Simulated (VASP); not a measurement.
MgO (mix): single point with PBE

MgO (mix):

```
Mg O
1.0
     0.00000    2.10768    2.10768
     2.10768    0.00000    2.10768
     2.10768    2.10768    0.00000
Mg O
1 1
Direct
  0.00000 0.00000 0.00000
  0.50000 0.50000 0.50000
```

| Item | Value |
| --- | --- |
| Program | VASP 6.6.1 |
| Task | single point |
| Functional | PBE |
| Potentials or basis | VASP PAW PBE potentials, release 64 (Mg, O) |
| Cutoff | 600 eV |
| k mesh | 10 × 10 × 10 |
| Occupations | gaussian, width 0.02 eV |
| Spin | no spin polarisation |
| Dipole correction | no |
| Further INCAR settings | ALGO = Normal; EDIFF = 1e-06; NBANDS = 11 |

```yaml
Pressure: 3.3 GPa
Band_gap_on_the_k_mesh: 4.70 eV, direct
```

Levels at points of the mesh, in eV from the valence-band top:
```tsv
k point	band 1	band 2	band 3	band 4	band 5	band 6	band 7	band 8
(0.00, 0.00, 0.00)	-17.25	0.00	0.00	0.00	4.70	15.79	15.79	15.79
(0.50, 0.00, 0.00)	-15.97	-4.61	-0.65	-0.65	7.88	12.58	16.29	16.29
(0.50, 0.50, 0.00)	-15.72	-4.07	-1.34	-1.34	9.12	9.95	13.07	18.94
```

Wall time 23 s on 1 thread of AMD EPYC 7R13, with other jobs on the host, peak memory 0.11 GiB.
